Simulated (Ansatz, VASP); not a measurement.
One calculation of TiSn, two programs

POSCAR

```
TiSn
1.0
    0.0000000000      2.8005500000      2.8005500000
    2.8005500000      0.0000000000      2.8005500000
    2.8005500000      2.8005500000      0.0000000000
Ti Sn
1 1
Direct
    0.0000000000      0.0000000000      0.0000000000
    0.5000000000      0.5000000000      0.5000000000
```

INCAR.step1

```
SYSTEM = TiSn
PREC = Accurate ; ENCUT = 520
EDIFF = 1E-5 ; ISMEAR = -1
SIGMA = 0.05 ; LREAL = .False.
LASPH = .True. ; NELM = 80
ALGO = Normal ; ISIF = 2
LWAVE = .True. ; LCHARG = .False.
GGA = PE ; NBANDS = 20
```

Contents of INCAR.step2:

```
SYSTEM = TiSn
PREC = Accurate ; ENCUT = 520
EDIFF = 1E-6 ; ISMEAR = -1
SIGMA = 0.05 ; LREAL = .False.
LASPH = .True. ; NELM = 80
ALGO = Normal ; ISIF = 2
LWAVE = .False. ; LCHARG = .False.
GGA = B3 ; LHFCALC = .True.
AEXX = 0.2 ; AGGAX = 0.72
AGGAC = 0.81 ; ALDAC = 0.19
PRECFOCK = Normal ; ISTART = 1
NBANDS = 20
```

Contents of KPOINTS:

```
regular mesh
0
Gamma
  4 4 4
  0 0 0
```

input

```
crystal:
  lattice:
    - [0.0, 2.80055, 2.80055]
    - [2.80055, 0.0, 2.80055]
    - [2.80055, 2.80055, 0.0]
  atoms:
    - { symbol: Ti, position: [0.0, 0.0, 0.0] }
    - { symbol: Sn, position: [0.5, 0.5, 0.5] }
hamiltonian:
  xc: b3lyp
  pseudopotentials: { kind: paw }
kpoints:
  mp_grid: { grid: [4, 4, 4] }
scf:
  occupations: { method: fermi_dirac, width: 0.05 }
output:
  forces: true
  stress: true
  eigenvalues: true
```

Alike in both runs: task single point; functional B3LYP; k mesh 4 × 4 × 4; occupations fermi-dirac, width 0.05 eV; no spin polarisation.

|  | VASP | Ansatz |
| --- | --- | --- |
| version | VASP 6.6.1 | Ansatz 0.2.0 |
| potentials or method | VASP PAW PBE potentials, release 64 (Ti_sv, Sn_d) | Ansatz PAW |
| plane-wave cutoff (eV) | 520 | 420 |
| valence electrons in the cell | 26 | 26 |

Ansatz gave:

| Item | Value |
| --- | --- |
| gap on the k mesh at the Fermi level (eV) | none |
| pressure (GPa) | 0.7 |

Task: Estimate VASP's values.

Result: gap on the k mesh at the Fermi level (eV): none; pressure (GPa): 0.6.

VASP's potentials were made for PBE, not for B3LYP. A gap of «none» marks a metal or a gap that the smearing closes. The functional is the same, so the differences come from potentials, cutoffs and numerics.

The k mesh is coarse, so the values compare programs but aren't converged.
